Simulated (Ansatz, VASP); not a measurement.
# Sr in VASP and in Ansatz

Contents of POSCAR:

```
Sr
1.0
    4.1376002118      0.0000000000      0.0000000000
   -2.0688001059      3.5832668942      0.0000000000
    0.0000000000      0.0000000000      6.7680000000
Sr
2
Direct
    0.3333333333      0.6666666667      0.2500000000
    0.6666666667      0.3333333333      0.7500000000
```

Contents of INCAR.step1:

```
SYSTEM = Sr
PREC     = Accurate       ! precision mode
ENCUT    = 520            ! plane-wave cutoff, eV
ISMEAR   = 0              ! smearing method
SIGMA    = 0.15           ! smearing width, eV
LREAL    = .FALSE.        ! projectors in reciprocal space
LASPH    = .TRUE.         ! aspherical terms in the spheres
NELM     = 60             ! most SCF steps
NBANDS   = 17             ! bands
GGA      = PE             ! functional
ALGO     = Normal         ! electronic algorithm
EDIFF    = 1E-4           ! SCF threshold, eV
LWAVE    = .TRUE.         ! write WAVECAR
LCHARG   = .FALSE.        ! write CHGCAR
```

The input INCAR.step2:

```
SYSTEM = Sr
PREC     = Accurate       ! precision mode
ENCUT    = 520            ! plane-wave cutoff, eV
EDIFF    = 1E-6           ! SCF threshold, eV
ISMEAR   = 0              ! smearing method
SIGMA    = 0.15           ! smearing width, eV
LREAL    = .FALSE.        ! projectors in reciprocal space
LASPH    = .TRUE.         ! aspherical terms in the spheres
NELM     = 60             ! most SCF steps
ALGO     = Normal         ! electronic algorithm
ISIF     = 2              ! what is computed and relaxed
LWAVE    = .FALSE.        ! write WAVECAR
LCHARG   = .FALSE.        ! write CHGCAR
METAGGA  = R2SCAN         ! meta-GGA
LMIXTAU  = .TRUE.       
NBANDS   = 17             ! bands
ISTART   = 1
```

The input KPOINTS:

```
Automatic mesh
0
G
  12 12 8
  0 0 0
```

Input for Ansatz:

```yaml
crystal:
  lattice:
    - [4.1376002118, 0.0, 0.0]
    - [-2.0688001059, 3.5832668942, 0.0]
    - [0.0, 0.0, 6.768]
  atoms:
    - { symbol: Sr, position: [0.3333333333, 0.6666666667, 0.25] }
    - { symbol: Sr, position: [0.6666666667, 0.3333333333, 0.75] }
basis:
  ecutwfc: 500
kpoints:
  mp_grid: { grid: [12, 12, 8] }
hamiltonian:
  xc: r2scan
scf:
  occupations: { method: gaussian, width: 0.15 }
output:
  forces: true
  stress: true
  eigenvalues: true
```

Change from the starting cell: strain -0.040 along x and y, -0.040 along z, atoms carried along.

Alike in both runs: task single point; functional r2SCAN; k mesh 12 × 12 × 8; occupations gaussian, width 0.15 eV; no spin polarisation.

|  | VASP | Ansatz |
| --- | --- | --- |
| version | VASP 6.6.1 | Ansatz 0.2.0 |
| potentials or method | VASP PAW PBE potentials, release 64 (Sr_sv), cutoff 520 eV | scalar-relativistic, plane waves, PAW |
| valence electrons in the cell | 20 | 20 |

```tsv
	VASP	Ansatz	Ansatz less VASP
gap on the k mesh at the Fermi level (eV)	none	none	-
pressure (GPa)	1.9	1.9	-0.02
traceless stress, the component that is largest in VASP (GPa)	0.23	0.23	-0.001
```

VASP's potentials were made for PBE, not for r2SCAN. A gap of «none» marks a metal or a gap that the smearing closes.
